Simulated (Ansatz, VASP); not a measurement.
**ScGaC6N6 in VASP and in Ansatz**

```xyz
14
Lattice="0.0000 5.1860 5.1860 5.1860 0.0000 5.1860 5.1860 5.1860 0.0000" Properties=species:S:1:pos:R:3 pbc="T T T"
Sc    5.1860    5.1860    5.1860
Ga    0.0000    0.0000    0.0000
C     1.8960    5.1860    5.1860
C     5.1860    1.8960    5.1860
C     5.1860    5.1860    1.8960
C     8.4760    5.1860    5.1860
C     5.1860    8.4760    5.1860
C     5.1860    5.1860    8.4760
N     3.0660    5.1860    5.1860
N     5.1860    3.0660    5.1860
N     5.1860    5.1860    3.0660
N     7.3060    5.1860    5.1860
N     5.1860    7.3060    5.1860
N     5.1860    5.1860    7.3060
```

Alike in both runs: task relaxation of cell and atoms; functional PBE; k mesh 4 × 4 × 4; occupations gaussian, width 0.1 eV; no spin polarisation.

```csv
,VASP,Ansatz
version,VASP 6.6.1,Ansatz 0.2.0
potentials or method,"VASP PAW PBE potentials, release 64 (Sc_sv, Ga_d, C, N), cutoff 600 eV","scalar-relativistic, plane waves, PAW"
valence electrons in the cell,78,78
```

|  | VASP | Ansatz | Ansatz less VASP |
| --- | --- | --- | --- |
| gap on the k mesh at the Fermi level, each at its own relaxed structure (eV) | 3.70 | 3.71 | +0.011 |
| relaxed volume (Å³/atom) | 23.86 | 23.81 | -0.046 |
| relaxed cell length with the largest relative difference (Å) | 7.788 | 7.783 | -0.0050 |

Noted on VASP's run: the standard files for N, O and F lose accuracy on very short bonds; the volume moved by over 15 % at a fixed basis, so the end points are rough.
